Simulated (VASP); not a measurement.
# ZrTi3N4 (P4/mmm) in VASP: notebook, part 2 of 2

VASP 6.6.1. Earlier steps stand in the parts before.

**3. Single point, PBE, collinear spin**

This run uses another cell than the first one, of 12.61 Å³/atom.

INCAR

```
SYSTEM = ZrTi3N4
PREC = Accurate
ENCUT = 520
EDIFF = 1E-7
ISMEAR = 0
SIGMA = 0.1
LREAL = .False.
LASPH = .True.
NELM = 150
ALGO = Normal
ISIF = 2
LWAVE = .False.
LCHARG = .False.
ISPIN = 2
MAGMOM = 0 1 1 1 0 0 0 0
LORBIT = 11
LMAXMIX = 4
GGA = PE
NBANDS = 48
```

KPOINTS

```
Automatic mesh
0
Gamma
  6 6 2
  0 0 0
```

POSCAR

```
ZrTi3N4
1.0
    3.2913388400      0.0000000000      0.0000000000
    0.0000000000      3.2913388400      0.0000000000
    0.0000000000      0.0000000000      9.3093120500
Zr Ti N
1 3 4
Direct
    0.0000000000      0.0000000000      0.0000000000
    0.0000000000      0.0000000000      0.5000000000
    0.5000000000      0.5000000000      0.2500000000
    0.5000000000      0.5000000000      0.7500000000
    0.0000000000      0.0000000000      0.7500000000
    0.5000000000      0.5000000000      0.5000000000
    0.0000000000      0.0000000000      0.2500000000
    0.5000000000      0.5000000000      0.0000000000
```

Potentials or basis: VASP PAW PBE potentials, release 64 (Zr_sv, Ti_sv, N).

Started as:

```console
cat potpaw_PBE.64/Zr_sv/POTCAR potpaw_PBE.64/Ti_sv/POTCAR potpaw_PBE.64/N/POTCAR > POTCAR
mpirun -np 1 vasp_std > vasp.out
```

OUTCAR:

```text
SYSTEM = ZrTi3N4
   PREC = Accurate
   ENCUT = 520
   EDIFF = 1E-7
   ISMEAR = 0
   LREAL = .False.
   LASPH = .True.
   NELM = 150
   ISIF = 2
   ISPIN = 2
   LORBIT = 11
   GGA = PE

 ion  position               nearest neighbor table
   1  0.000  0.000  0.000-   5 2.33   7 2.33   8 2.33   8 2.33   8 2.33   8 2.33   4 3.29   4 3.29
                             3 3.29   4 3.29   3 3.29   3 3.29   4 3.29   3 3.29
   2  0.000  0.000  0.500-   5 2.33   7 2.33   6 2.33   6 2.33   6 2.33   6 2.33
   3  0.500  0.500  0.250-   6 2.33   8 2.33   7 2.33   7 2.33   7 2.33   7 2.33   1 3.29   1 3.29
                             1 3.29   1 3.29
   4  0.500  0.500  0.750-   6 2.33   8 2.33   5 2.33   5 2.33   5 2.33   5 2.33   1 3.29   1 3.29
                             1 3.29   1 3.29
   5  0.000  0.000  0.750-   1 2.33   2 2.33   4 2.33   4 2.33   4 2.33   4 2.33
   6  0.500  0.500  0.500-   3 2.33   4 2.33   2 2.33   2 2.33   2 2.33   2 2.33
   7  0.000  0.000  0.250-   1 2.33   2 2.33   3 2.33   3 2.33   3 2.33   3 2.33
   8  0.500  0.500  0.000-   3 2.33   4 2.33   1 2.33   1 2.33   1 2.33   1 2.33

  LATTYP: Found a simple tetragonal cell.
 ALAT       =     3.2913388400
 C/A-ratio  =     2.8284271242

  Lattice vectors:

 A1 = (   3.2913388400,   0.0000000000,   0.0000000000)
 A2 = (   0.0000000000,   3.2913388400,   0.0000000000)
 A3 = (   0.0000000000,   0.0000000000,   9.3093120500)

Analysis of symmetry for initial positions (statically):
=====================================================================
 Subroutine PRICEL returns:
 Original cell was already a primitive cell.

 Routine SETGRP: Setting up the symmetry group for a
 simple tetragonal supercell.

 Subroutine GETGRP returns: Found 16 space group operations
 (whereof 16 operations were pure point group operations)
 out of a pool of 16 trial point group operations.

The static configuration has the point symmetry D_4h.

Analysis of symmetry for dynamics (positions and initial velocities):
=====================================================================
 Subroutine PRICEL returns:
 Original cell was already a primitive cell.

 Routine SETGRP: Setting up the symmetry group for a
 simple tetragonal supercell.

 Subroutine GETGRP returns: Found 16 space group operations
 (whereof 16 operations were pure point group operations)
 out of a pool of 16 trial point group operations.

The dynamic configuration has the point symmetry D_4h.

Analysis of structural, dynamic, and magnetic symmetry:
=====================================================================
 Subroutine PRICEL returns:
 Original cell was already a primitive cell.

 Routine SETGRP: Setting up the symmetry group for a
 simple tetragonal supercell.

 Subroutine GETGRP returns: Found 16 space group operations
 (whereof 16 operations were pure point group operations)
 out of a pool of 16 trial point group operations.

The overall configuration has the point symmetry D_4h.

 Subroutine INISYM returns: Found 16 space group operations
 (whereof 16 operations are pure point group operations),
 and found     1 'primitive' translations

----------------------------------------------------------------------------------------

                                     Primitive cell

  volume of cell :     100.8470

  direct lattice vectors                    reciprocal lattice vectors
     3.291338840  0.000000000  0.000000000     0.303827727  0.000000000  0.000000000
[... 109 lines left out ...]
   EFERMI_NEDOS =   21; number of points for ismear=-14 and -15
   IALGO  =     38    algorithm
   IMIX   =      4    mixing-type and parameters
     AMIX     =   0.40;   BMIX     =  1.00
     AMIX_MAG =   1.60;   BMIX_MAG =  1.00
  volume/ion in A,a.u.               =      12.61        85.07
  Fermi-wavevector in a.u.,A,eV,Ry     =   1.435567  2.712829 28.039612  2.060853
  Thomas-Fermi vector in A             =   2.554852
   LORBIT       =     11    0 simple, 1 ext, 2 COOP (PROOUT), +10 PAW based schemes
   GGA     = PE    functional components
   LHFCALC =     F    Hartree Fock is set to
   AEXX    =    0.0000 exact exchange contribution
   IVDW    =     0    specifies the selected vdW correction
   LEPSILON=     F    determine dielectric tensor
   LRPA    =     F    only Hartree local field effects (RPA)
 spin polarized calculation
 Gauss-broadening in eV      SIGMA  =   0.10
  energy-cutoff  :      520.00
  volume of cell :      100.85
 maximum number of plane-waves:      2752
   NGX = 13   NGY = 13   NGZ = 35

 number of electron      68.0000010 magnetization       0.0003880

 Free energy of the ion-electron system (eV)
  ---------------------------------------------------
  ext. energy  EPLUGINS =         0.00000000
  ---------------------------------------------------
  free energy    TOTEN  =       -76.43684930 eV

  energy without entropy =      -76.41419977  energy(sigma->0) =      -76.42552454

 E-fermi :   8.8023     XC(G=0): -11.7286

 val. band max:        8.7837686868   @ k =   0.1667   0.1667   0.5000
 cond. band min:       8.8150038263   @ k =   0.1667   0.0000   0.0000
 fundamental gap:      0.0312351395
 Fermi energy:         8.8023315025

 spin component 1

 k-point     1 :       0.0000    0.0000    0.0000
  band No.  band energies     occupation
      1     -49.3959      1.00000
      2     -49.3589      1.00000
      3     -49.3549      1.00000
      4     -40.8497      1.00000
      5     -25.6550      1.00000
      6     -25.5739      1.00000
[... 969 lines left out ...]
     45      10.8173      0.00000
     46      11.0010      0.00000
 Fermi energy:         8.8023315025

 spin component 2

 k-point     1 :       0.0000    0.0000    0.0000
  band No.  band energies     occupation
      1     -49.3959      1.00000
      2     -49.3588      1.00000
      3     -49.3548      1.00000
      4     -40.8496      1.00000
      5     -25.6550      1.00000
      6     -25.5738      1.00000
[... 969 lines left out ...]
     45      10.8173      0.00000
     46      11.0010      0.00000
 [bands above 46 left out]

------------------------ aborting loop because EDIFF is reached ----------------------------------------

  FORCE on cell =-STRESS in cart. coord.  units (eV):
  Direction    XX          YY          ZZ          XY          YZ          ZX
  --------------------------------------------------------------------------------------
  -------------------------------------------------------------------------------------
  Total      -21.3277918    -21.3277918    -21.3872636      0.0000000      0.0000000     -0.0000000
  in kB     -338.8392392   -338.8392392   -339.7840806      0.0000000      0.0000000     -0.0000000
  external PRESSURE =    -339.1541863 kB  Pullay stress =       0.0000000 kB

 VOLUME and BASIS-vectors are now :
 -----------------------------------------------------------------------------
  energy-cutoff  :      520.00
  volume of cell :      100.85
      direct lattice vectors                 reciprocal lattice vectors
     3.291338840  0.000000000  0.000000000     0.303827727  0.000000000  0.000000000
     0.000000000  3.291338840  0.000000000     0.000000000  0.303827727  0.000000000
     0.000000000  0.000000000  9.309312050     0.000000000  0.000000000  0.107419323

 POSITION                                       TOTAL-FORCE (eV/Angst)
 -----------------------------------------------------------------------------------
      0.00000      0.00000      0.00000        -0.000000     -0.000000      0.000000
      0.00000      0.00000      4.65466        -0.000000     -0.000000      0.000000
      1.64567      1.64567      2.32733         0.000000      0.000000      0.657168
      1.64567      1.64567      6.98198        -0.000000      0.000000     -0.657168
      0.00000      0.00000      6.98198        -0.000000     -0.000000     -0.366361
      1.64567      1.64567      4.65466        -0.000000     -0.000000      0.000000
      0.00000      0.00000      2.32733        -0.000000     -0.000000      0.366361
      1.64567      1.64567      0.00000        -0.000000     -0.000000      0.000000
 -----------------------------------------------------------------------------------
    total drift:                                0.000000     -0.000000      0.000000

  FREE ENERGIE OF THE ION-ELECTRON SYSTEM (eV)
  ---------------------------------------------------
  free  energy   TOTEN  =       -76.4368492969 eV

  energy  without entropy=      -76.4141997740  energy(sigma->0) =      -76.42552454

 total charge

# of ion       s       p       d       tot
------------------------------------------
    1        2.154   6.019   1.530   9.703
    2        2.135   6.110   1.743   9.988
    3        2.135   6.110   1.775  10.021
    4        2.135   6.110   1.775  10.021
    5        1.237   2.363   0.000   3.600
    6        1.238   2.341   0.000   3.579
    7        1.237   2.363   0.000   3.600
    8        1.238   2.418   0.000   3.656
--------------------------------------------------
tot         13.510  33.834   6.825  54.169

 magnetization (x)

# of ion       s       p       d       tot
------------------------------------------
    1        0.000   0.000   0.000   0.000
    2       -0.000  -0.000  -0.000  -0.000
    3        0.000   0.000   0.000   0.000
    4        0.000   0.000   0.000   0.000
    5       -0.000  -0.000   0.000  -0.000
    6       -0.000  -0.000   0.000  -0.000
    7       -0.000  -0.000   0.000  -0.000
    8       -0.000  -0.000   0.000  -0.000
--------------------------------------------------
tot          0.000  -0.000   0.000   0.000
```

Run time: 4.8 min. Hardware: 1 thread of Intel Xeon Platinum 8488C (Sapphire Rapids), shared host; peak memory 0.32 GiB.

Results:

```
Free energy                                           : -76.4368 eV
Pressure                                              : -33.9 GPa
Largest force                                         : 0.657 eV/Å
Band gap on the k mesh                                : zero (filled and empty bands overlap)
Net moment                                            : 0.00 μB per cell
Valence electrons inside the program's atomic spheres : Zr 9.70; Ti 9.99, 10.02 (each value once); N 3.60, 3.58, 3.66 (each value once)
```

Forces on the atoms (eV/Å):
```
Zr   0.000  0.000  0.000
Ti   0.000  0.000  0.000
Ti   0.000  0.000  0.657
Ti   0.000  0.000 -0.657
N    0.000  0.000 -0.366
N    0.000  0.000  0.000
N    0.000  0.000  0.366
N    0.000  0.000  0.000
```

Caveat: the cell stands under tension.
